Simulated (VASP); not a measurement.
# Zn2CdO3 (P4mm) in VASP: further runs

The runs below take Zn2CdO3 through single point, with PBE.

Everything below comes from runs of VASP 6.6.1. Logs are shortened: lines on timing, memory, paths and dates and some standing lists are left out, and cuts for length are marked.

**1. The cell of the first run**

It takes space group P4mm (No. 99, tetragonal). The conventional cell has a = 3.725 Å, b = 3.725 Å, c = 7.035 Å, α = 90.00°, β = 90.00°, γ = 90.00°. Within 2.7 Å of Zn (site symmetry 4mm) lie 5 O at 2.01 to 2.05 Å. Within 2.5 Å of Zn (site symmetry 4mm) lie 4 O at 1.92 Å. Cd (site symmetry 4mm) has 8 O at 2.64 to 3.51 Å and 6 Zn at 3.38 to 3.59 Å and 4 Cd at 3.73 Å within 3.8 Å. Within 2.5 Å of O (site symmetry 2mm) lie 4 Zn at 1.92 to 2.05 Å. Within 2.7 Å of O (site symmetry 4mm) lie 1 Zn at 2.01 Å and 4 Cd at 2.64 Å.

The cell was built from a structure type or drawn by symmetry, and may not be a known phase.

**2. Single point, PBE**

File INCAR:

```
PREC     = Accurate       # precision mode
ENCUT    = 520            # plane-wave cutoff, eV
EDIFF    = 1E-6           # SCF threshold, eV
ISMEAR   = 0              # smearing method
SIGMA    = 0.1            # smearing width, eV
LREAL    = False          # projectors in reciprocal space
LASPH    = True           # aspherical terms in the spheres
NELM     = 60             # most SCF steps
ALGO     = Normal         # electronic algorithm
ISIF     = 2              # what is computed and relaxed
LWAVE    = False          # write WAVECAR
LCHARG   = True           # write CHGCAR
GGA      = PE             # functional
LELF     = True           # ELF
LVHAR    = True         
NBANDS   = 36             # bands
```

File KPOINTS:

```
regular mesh
0
Gamma
  10 10 6
```

File POSCAR:

```
Zn2CdO3
1.0
    3.7252569051      0.0000000000      0.0000000000
    0.0000000000      3.7252569051      0.0000000000
    0.0000000000      0.0000000000      7.0345986234
Zn Cd O
2 1 3
Direct
    0.5000000000      0.5000000000      0.5582205324
    0.0000000000      0.0000000000      0.7478986989
    0.0000000000      0.0000000000      0.2578087030
    0.5000000000      0.0000000000      0.6799146240
    0.0000000000      0.5000000000      0.6799146240
    0.5000000000      0.5000000000      0.2728114578
```

Potentials or basis: VASP PAW PBE potentials, release 64 (Zn, Cd, O).

Command:

```sh
> cat potpaw_PBE.64/Zn/POTCAR potpaw_PBE.64/Cd/POTCAR potpaw_PBE.64/O/POTCAR > POTCAR
> mpirun -np 1 vasp_std > vasp.out
```

OUTCAR:

```text
PREC = Accurate
   ENCUT = 520
   EDIFF = 1E-6
   ISMEAR = 0
   LREAL = False
   LASPH = True
   NELM = 60
   ISIF = 2
   GGA = PE

 ion  position               nearest neighbor table
   1  0.500  0.500  0.558-   6 2.01   5 2.05   4 2.05   4 2.05   5 2.05   2 2.95   2 2.95   2 2.95
                             2 2.95   3 3.38   3 3.38   3 3.38   3 3.38
   2  0.000  0.000  0.748-   4 1.92   5 1.92   5 1.92   4 1.92   1 2.95   1 2.95   1 2.95   1 2.95

   3  0.000  0.000  0.258-   6 2.64   6 2.64   6 2.64   6 2.64   1 3.38   1 3.38   1 3.38   1 3.38

   4  0.500  0.000  0.680-   2 1.92   2 1.92   1 2.05   1 2.05
   5  0.000  0.500  0.680-   2 1.92   2 1.92   1 2.05   1 2.05
   6  0.500  0.500  0.273-   1 2.01   3 2.64   3 2.64   3 2.64   3 2.64

  LATTYP: Found a simple tetragonal cell.
 ALAT       =     3.7252569051
 C/A-ratio  =     1.8883526164

  Lattice vectors:

 A1 = (   3.7252569051,   0.0000000000,   0.0000000000)
 A2 = (   0.0000000000,   3.7252569051,   0.0000000000)
 A3 = (   0.0000000000,   0.0000000000,   7.0345986234)

Analysis of symmetry for initial positions (statically):
=====================================================================
 Subroutine PRICEL returns:
 Original cell was already a primitive cell.

 Routine SETGRP: Setting up the symmetry group for a
 simple tetragonal supercell.

 Subroutine GETGRP returns: Found  8 space group operations
 (whereof  8 operations were pure point group operations)
 out of a pool of 16 trial point group operations.

The static configuration has the point symmetry C_4v.

Analysis of symmetry for dynamics (positions and initial velocities):
=====================================================================
 Subroutine PRICEL returns:
 Original cell was already a primitive cell.

 Routine SETGRP: Setting up the symmetry group for a
 simple tetragonal supercell.

 Subroutine GETGRP returns: Found  8 space group operations
 (whereof  8 operations were pure point group operations)
 out of a pool of 16 trial point group operations.

The dynamic configuration has the point symmetry C_4v.

 Subroutine INISYM returns: Found  8 space group operations
 (whereof  8 operations are pure point group operations),
 and found     1 'primitive' translations

----------------------------------------------------------------------------------------

                                     Primitive cell

  volume of cell :      97.6229

  direct lattice vectors                    reciprocal lattice vectors
     3.725256905  0.000000000  0.000000000     0.268437862  0.000000000  0.000000000
     0.000000000  3.725256905  0.000000000     0.000000000  0.268437862  0.000000000
     0.000000000  0.000000000  7.034598623     0.000000000  0.000000000  0.142154521

  length of vectors
     3.725256905  3.725256905  7.034598623     0.268437862  0.268437862  0.142154521

  position of ions in fractional coordinates (direct lattice)
     0.500000000  0.500000000  0.558220532
     0.000000000  0.000000000  0.747898699
     0.000000000  0.000000000  0.257808703
     0.500000000  0.000000000  0.679914624
     0.000000000  0.500000000  0.679914624
     0.500000000  0.500000000  0.272811458

  ion indices of the primitive-cell ions
   primitive index   ion index
                 1           1
                 2           2
                 3           3
                 4           4
                 5           5
                 6           6

----------------------------------------------------------------------------------------

 KPOINTS: regular mesh

Automatic generation of k-mesh.
 Grid dimensions read from file:
 generate k-points for:   10   10    6

 Generating k-lattice:

  Cartesian coordinates                     Fractional coordinates (reciprocal lattice)
     0.026843786  0.000000000  0.000000000     0.100000000  0.000000000  0.000000000
     0.000000000  0.026843786  0.000000000     0.000000000  0.100000000  0.000000000
     0.000000000  0.000000000  0.023692420     0.000000000  0.000000000  0.166666667

  Length of vectors
     0.026843786  0.026843786  0.023692420

  Shift w.r.t. Gamma in fractional coordinates (k-lattice)
     0.000000000  0.000000000  0.000000000

 Subroutine IBZKPT returns following result:
 ===========================================

 Found     84 irreducible k-points:

 Following reciprocal coordinates:
            Coordinates               Weight
  0.000000  0.000000  0.000000      1.000000
  0.100000  0.000000  0.000000      4.000000
  0.200000  0.000000  0.000000      4.000000
  0.300000  0.000000  0.000000      4.000000
  0.400000  0.000000  0.000000      4.000000
  0.500000  0.000000  0.000000      2.000000
[... 16 lines left out ...]
  0.100000  0.000000  0.166667      8.000000
  0.200000  0.000000  0.166667      8.000000
 [... further k-points ...]
   k-points           NKPTS =     84   k-points in BZ     NKDIM =     84   number of bands    NBANDS=     36
   number of dos      NEDOS =    301   number of ions     NIONS =      6
   total plane-waves  NPLWV =  42336
   dimension x,y,z NGX =    28 NGY =   28 NGZ =   54
   dimension x,y,z NGXF=    56 NGYF=   56 NGZF=  108
   ions per type =               2   1   3
   NGX,Y,Z   is equivalent  to a cutoff of  12.50, 12.50, 12.76 a.u.
   NGXF,Y,Z  is equivalent  to a cutoff of  24.99, 24.99, 25.52 a.u.
 SYSTEM =  unknown system
   PREC   = accura    normal or accurate (medium, high low for compatibility)
   ISTART =      0    job   : 0-new  1-cont  2-samecut
   ICHARG =      2    charge: 1-file 2-atom 10-const
   ISPIN  =      1    spin polarized calculation?
   LNONCOLLINEAR =      F non collinear calculations
   LSORBIT =      F    spin-orbit coupling
   LASPH  =      T    aspherical Exc in radial PAW
   ENCUT  =  520.0 eV  38.22 Ry    6.18 a.u.   6.93  6.93 13.08*2*pi/ulx,y,z
   NELM   =     60;   NELMIN=  2; NELMDL= -5     # of ELM steps
   EDIFF  = 0.1E-05   stopping-criterion for ELM
   LREAL  =      F    real-space projection
   EDIFFG = 0.1E-04   stopping-criterion for IOM
   NSW    =      0    number of steps for IOM
   IBRION =     -1    ionic relax: 0-MD 1-quasi-New 2-CG
   NFREE  =      0    steps in history (QN), initial steepest desc. (CG)
   ISIF   =      2    stress and relaxation
   ISYM   =      2    0-nonsym 1-usesym 2-fastsym
   POTIM  = 0.5000    time-step for ionic-motion
   TEBEG  =    0.0;   TEEND  =   0.0 temperature during run
   PSTRESS=    0.0 pullay stress
   NELECT =      54.0000    total number of electrons
   NUPDOWN=      -1.0000    fix difference up-down
   EMIN   =  10.00;   EMAX   =-10.00  energy-range for DOS
   EFERMI =   0.00;   METHOD = LEGACY
   ISMEAR =     0;   SIGMA  =   0.10  broadening in eV -4-tet -1-fermi 0-gaus
   EFERMI_NEDOS =   21; number of points for ismear=-14 and -15
   IALGO  =     38    algorithm
   IMIX   =      4    mixing-type and parameters
     AMIX     =   0.40;   BMIX     =  1.00
     AMIX_MAG =   1.60;   BMIX_MAG =  1.00
  volume/ion in A,a.u.               =      16.27       109.80
  Fermi-wavevector in a.u.,A,eV,Ry     =   1.343865  2.539536 24.571739  1.805972
  Thomas-Fermi vector in A             =   2.471904
   LORBIT       =      0    0 simple, 1 ext, 2 COOP (PROOUT), +10 PAW based schemes
   GGA     = PE    functional components
   LHFCALC =     F    Hartree Fock is set to
   AEXX    =    0.0000 exact exchange contribution
   IVDW    =     0    specifies the selected vdW correction
   LEPSILON=     F    determine dielectric tensor
   LRPA    =     F    only Hartree local field effects (RPA)
 non-spin polarized calculation
 Gauss-broadening in eV      SIGMA  =   0.10
  energy-cutoff  :      520.00
  volume of cell :       97.62
 maximum number of plane-waves:      2658
 NGX is ok and might be reduce to    28
   NGX = 13   NGY = 13   NGZ = 27

 number of electron      54.0000036 magnetization

 Free energy of the ion-electron system (eV)
  ---------------------------------------------------
  ext. energy  EPLUGINS =         0.00000000
  ---------------------------------------------------
  free energy    TOTEN  =       -22.59230883 eV

  energy without entropy =      -22.58017631  energy(sigma->0) =      -22.58624257

 E-fermi :   0.6526     XC(G=0):  -9.4637

 val. band max:        0.6525851359   @ k =   0.3000   0.3000   0.0000
 cond. band min:       0.6771088303   @ k =   0.4000   0.3000   0.5000
 fundamental gap:      0.0245236945
 Fermi energy:         0.6526233545

 k-point     1 :       0.0000    0.0000    0.0000
  band No.  band energies     occupation
      1     -18.1195      2.00000
      2     -16.4561      2.00000
      3     -16.4226      2.00000
      4      -7.7978      2.00000
      5      -7.7583      2.00000
      6      -7.6938      2.00000
[... 28 lines left out ...]
     35      10.2858      0.00000
     36      10.9436      0.00000

 k-point     2 :       0.1000    0.0000    0.0000
  band No.  band energies     occupation
      1     -18.0727      2.00000
      2     -16.4546      2.00000
      3     -16.4426      2.00000
      4      -7.8056      2.00000
      5      -7.7440      2.00000
      6      -7.7063      2.00000
[... 28 lines left out ...]
     35      10.0772      0.00000
     36      10.9932      0.00000

 k-point     3 :       0.2000    0.0000    0.0000
  band No.  band energies     occupation
      1     -17.9373      2.00000
      2     -16.5478      2.00000
      3     -16.4109      2.00000
      4      -7.8337      2.00000
      5      -7.7400      2.00000
      6      -7.6998      2.00000
[... 28 lines left out ...]
     35      10.2653      0.00000
     36      11.1667      0.00000

 k-point     4 :       0.3000    0.0000    0.0000
  band No.  band energies     occupation
      1     -17.7288      2.00000
      2     -16.7062      2.00000
      3     -16.3701      2.00000
      4      -7.8723      2.00000
      5      -7.7821      2.00000
      6      -7.6885      2.00000
[... 28 lines left out ...]
     35      10.4264      0.00000
     36      11.4870      0.00000

 k-point     5 :       0.4000    0.0000    0.0000
  band No.  band energies     occupation
      1     -17.4728      2.00000
      2     -16.9227      2.00000
      3     -16.3366      2.00000
      4      -7.9057      2.00000
      5      -7.8160      2.00000
      6      -7.7104      2.00000
[... 655 lines left out ...]
 k-point    22 :       0.0000    0.0000    0.1667
  band No.  band energies     occupation
      1     -18.1193      2.00000
      2     -16.4566      2.00000
      3     -16.4226      2.00000
      4      -7.7981      2.00000
      5      -7.7584      2.00000
      6      -7.6937      2.00000
[... 28 lines left out ...]
     35      10.3296      0.00000
     36      11.1741      0.00000

 k-point    23 :       0.1000    0.0000    0.1667
  band No.  band energies     occupation
      1     -18.0724      2.00000
      2     -16.4547      2.00000
      3     -16.4430      2.00000
      4      -7.8057      2.00000
      5      -7.7442      2.00000
      6      -7.7060      2.00000
[... 28 lines left out ...]
     35      10.0636      0.00000
     36      11.2235      0.00000

 k-point    24 :       0.2000    0.0000    0.1667
  band No.  band energies     occupation
      1     -17.9370      2.00000
      2     -16.5478      2.00000
      3     -16.4113      2.00000
      4      -7.8334      2.00000
      5      -7.7392      2.00000
      6      -7.6999      2.00000
[... 28 lines left out ...]
     35       9.7530      0.00000
     36      11.3386      0.00000

 [... further k-points ...]

------------------------ aborting loop because EDIFF is reached ----------------------------------------

  FORCE on cell =-STRESS in cart. coord.  units (eV):
  Direction    XX          YY          ZZ          XY          YZ          ZX
  --------------------------------------------------------------------------------------
  -------------------------------------------------------------------------------------
  Total        0.5497929      0.5497929      0.2107712      0.0000000      0.0000000      0.0000000
  in kB        9.0231441      9.0231441      3.4591547      0.0000000      0.0000000      0.0000000
  external PRESSURE =       7.1684809 kB  Pullay stress =       0.0000000 kB

 VOLUME and BASIS-vectors are now :
 -----------------------------------------------------------------------------
  energy-cutoff  :      520.00
  volume of cell :       97.62
      direct lattice vectors                 reciprocal lattice vectors
     3.725256905  0.000000000  0.000000000     0.268437862  0.000000000  0.000000000
     0.000000000  3.725256905  0.000000000     0.000000000  0.268437862  0.000000000
     0.000000000  0.000000000  7.034598623     0.000000000  0.000000000  0.142154521

 POSITION                                       TOTAL-FORCE (eV/Angst)
 -----------------------------------------------------------------------------------
      1.86263      1.86263      3.92686         0.000000     -0.000000     -0.023555
      0.00000      0.00000      5.26117        -0.000000      0.000000      0.098800
      0.00000      0.00000      1.81358         0.000000      0.000000     -0.011041
      1.86263      0.00000      4.78293         0.000000      0.000000     -0.007436
      0.00000      1.86263      4.78293         0.000000      0.000000     -0.007436
      1.86263      1.86263      1.91912         0.000000      0.000000     -0.049332
 -----------------------------------------------------------------------------------
    total drift:                                0.000000      0.000000      0.000416

  FREE ENERGIE OF THE ION-ELECTRON SYSTEM (eV)
  ---------------------------------------------------
  free  energy   TOTEN  =       -22.5923088303 eV

  energy  without entropy=      -22.5801763102  energy(sigma->0) =      -22.58624257
```

Run time: 2.9 min. Hardware: 1 thread of Intel Xeon Platinum 8559C (Emerald Rapids), shared host; peak memory 0.37 GiB.

Results:

* Free energy: -22.5923 eV
* Pressure: 0.7 GPa
* Largest force: 0.099 eV/Å
* Band gap on the k mesh: zero (bands 27 and 28 overlap by 1.20 eV)

Forces on the atoms (eV/Å):
```
Zn   0.000  0.000 -0.024
Zn   0.000  0.000  0.099
Cd   0.000  0.000 -0.011
O    0.000  0.000 -0.007
O    0.000  0.000 -0.007
O    0.000  0.000 -0.049
```

Levels at points of the mesh, in eV from the Fermi level:
| k point | band 24 | band 25 | band 26 | band 27 | band 28 | band 29 | band 30 | band 31 |
| --- | --- | --- | --- | --- | --- | --- | --- | --- |
| (0.00, 0.00, 0.00) | -2.13 | -1.68 | -1.18 | -1.18 | -0.82 | 2.89 | 3.45 | 5.82 |
| (0.50, 0.00, 0.00) | -2.21 | -2.15 | -1.27 | -1.27 | 1.69 | 2.95 | 3.12 | 5.76 |
| (0.50, 0.50, 0.00) | -2.36 | -2.19 | 0.09 | 0.26 | 0.55 | 2.68 | 5.55 | 5.55 |
| (0.00, 0.00, 0.50) | -2.24 | -1.22 | -1.18 | -1.18 | -0.82 | 1.46 | 5.81 | 6.37 |
| (0.50, 0.00, 0.50) | -2.15 | -2.06 | -1.42 | -1.27 | 1.65 | 2.97 | 3.25 | 6.07 |
| (0.50, 0.50, 0.50) | -2.29 | -2.14 | -0.09 | 0.09 | 0.55 | 4.11 | 5.85 | 6.05 |

**3. Single point, PBE, collinear spin, ferromagnetic start**

This run uses another cell than the first one, of 15.10 Å³/atom.

File INCAR:

```
PREC = Accurate
ENCUT = 520
EDIFF = 1E-7
ISMEAR = 0
SIGMA = 0.1
LREAL = False
LASPH = True
NELM = 150
ALGO = Normal
ISIF = 2
LWAVE = False
LCHARG = False
ISPIN = 2
MAGMOM = 0 0 0 1 1 1
LORBIT = 11
GGA = PE
NBANDS = 40
```

File KPOINTS:

```
Automatic mesh
0
Gamma
  4 4 4
```

File POSCAR:

```
Zn2CdO3
1.0
    3.7448513556      0.0000000000      0.0000000000
    0.0000000000      3.7448513556      0.0000000000
    0.0000000000      0.0000000000      6.4609314611
Zn Cd O
2 1 3
Direct
    0.5000000000      0.5000000000      0.5646096207
    0.0000000000      0.0000000000      0.7667195287
    0.0000000000      0.0000000000      0.2388127352
    0.5000000000      0.0000000000      0.6863184537
    0.0000000000      0.5000000000      0.6863184537
    0.5000000000      0.5000000000      0.2537898481
```

Potentials or basis: VASP PAW PBE potentials, release 64 (Zn, Cd, O).

Command:

```sh
> cat potpaw_PBE.64/Zn/POTCAR potpaw_PBE.64/Cd/POTCAR potpaw_PBE.64/O/POTCAR > POTCAR
> mpirun -np 1 vasp_std > vasp.out
```

Wall time 89 s (1 thread of Intel Xeon Platinum 8559C (Emerald Rapids), shared host); peak memory 0.27 GiB.

The run converged. Its results:

```
Free energy                                           : -22.5648 eV
Pressure                                              : 0.8 GPa
Largest force                                         : 0.103 eV/Å
Band gap on the k mesh                                : zero (filled and empty bands overlap)
Net moment                                            : 0.00 μB per cell
Valence electrons inside the program's atomic spheres : Zn 10.84, 10.87; Cd 10.09; O 5.00, 4.82 (each value once)
```

Forces on the atoms (eV/Å):
```
Zn   0.000  0.000 -0.055
Zn   0.000  0.000  0.103
Cd   0.000  0.000 -0.020
O    0.000  0.000  0.004
O    0.000  0.000  0.004
O    0.000  0.000 -0.036
```

Stress tensor (GPa, compression positive):
```
0.81 0.00 0.00
0.00 0.81 0.00
0.00 0.00 0.68
```

Levels at points of the mesh, in eV from the Fermi level:
Spin up:
```tsv
k point	band 25	band 26	band 27	band 28	band 29	band 30
(0.00, 0.00, 0.00)	-1.34	-1.15	-1.15	-0.73	3.27	4.07
(0.50, 0.00, 0.00)	-2.11	-1.20	-1.10	1.59	3.09	3.26
(0.50, 0.50, 0.00)	-2.05	0.22	0.25	0.55	2.49	5.59
(0.00, 0.00, 0.50)	-1.14	-1.14	-0.76	-0.73	1.52	5.91
(0.50, 0.00, 0.50)	-1.83	-1.35	-1.21	1.52	3.13	3.53
(0.50, 0.50, 0.50)	-1.93	-0.32	0.22	0.55	4.11	6.22
```
Spin down:
```csv
k point,band 23,band 24,band 25,band 26,band 27,band 28,band 29,band 30,band 31,band 32
"(0.00, 0.00, 0.00)",-2.07,-2.07,-1.34,-1.15,-1.15,-0.73,3.27,4.07,5.85,9.22
"(0.50, 0.00, 0.00)",-2.20,-2.17,-2.11,-1.20,-1.10,1.59,3.09,3.26,6.97,7.53
"(0.50, 0.50, 0.00)",-2.32,-2.32,-2.05,0.22,0.25,0.55,2.49,5.59,5.59,7.25
"(0.00, 0.00, 0.50)",-2.13,-2.13,-1.14,-1.14,-0.76,-0.73,1.52,5.91,7.18,7.87
"(0.50, 0.00, 0.50)",-2.15,-2.00,-1.83,-1.35,-1.21,1.52,3.13,3.53,6.55,7.62
"(0.50, 0.50, 0.50)",-2.16,-2.16,-1.93,-0.32,0.22,0.55,4.11,6.22,6.22,6.70
```

Caveat: the k points lie up to 0.42 Å⁻¹ apart, too coarse for converged energies and pressures of a metal.

(Continued in part 2 of 2.)
